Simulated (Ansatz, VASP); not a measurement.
One calculation of C, two programs

```
C
1.0
    -2.41043    2.41053    2.41030
     2.41029   -2.41053    2.41016
     4.82073    4.82106   -0.00014
C
16
Direct
  0.32549 0.00005 0.99999
  0.82546 0.49999 0.50000
  0.33728 0.33727 0.33725
  0.83723 0.83722 0.83729
  0.00004 0.32550 0.99999
  0.49999 0.82545 0.50002
  0.83728 0.83730 0.16275
  0.33722 0.33723 0.66270
  0.00001 0.67455 0.00001
  0.49997 0.17450 0.49999
  0.16277 0.16279 0.16271
  0.66271 0.66271 0.66276
  0.67454 0.00002 0.00002
  0.17451 0.49996 0.49999
  0.66278 0.66276 0.33730
  0.16272 0.16272 0.83724
```

Change from the starting cell: atom 4 moved 0.06 Å; relaxed back.

Alike in both runs: functional LDA; k mesh 6 × 6 × 4; occupations gaussian, width 0.05 eV; no spin polarisation.

Ansatz relaxed the structure, and its values are those at the end. VASP's run is a single point on that final structure, the one shown.

|  | VASP | Ansatz |
| --- | --- | --- |
| version | VASP 6.6.1 | Ansatz 0.2.0 |
| potentials or method | VASP PAW LDA potentials, release 64 (C), cutoff 520 eV | scalar-relativistic, plane waves, PAW |
| valence electrons in the cell | 64 | 64 |

```csv
,VASP,Ansatz,Ansatz less VASP
gap on the k mesh at the Fermi level (eV),2.90,2.91,+0.008
least direct gap on the mesh (eV),3.70,3.71,+0.008
pressure (GPa),1.1,0.0,-1.08
rms of the force components (eV/Å),0.029,0.001,-0.0271
```

LDA's correlation is that of Perdew and Zunger in VASP and of Perdew and Wang (1992) in Ansatz.
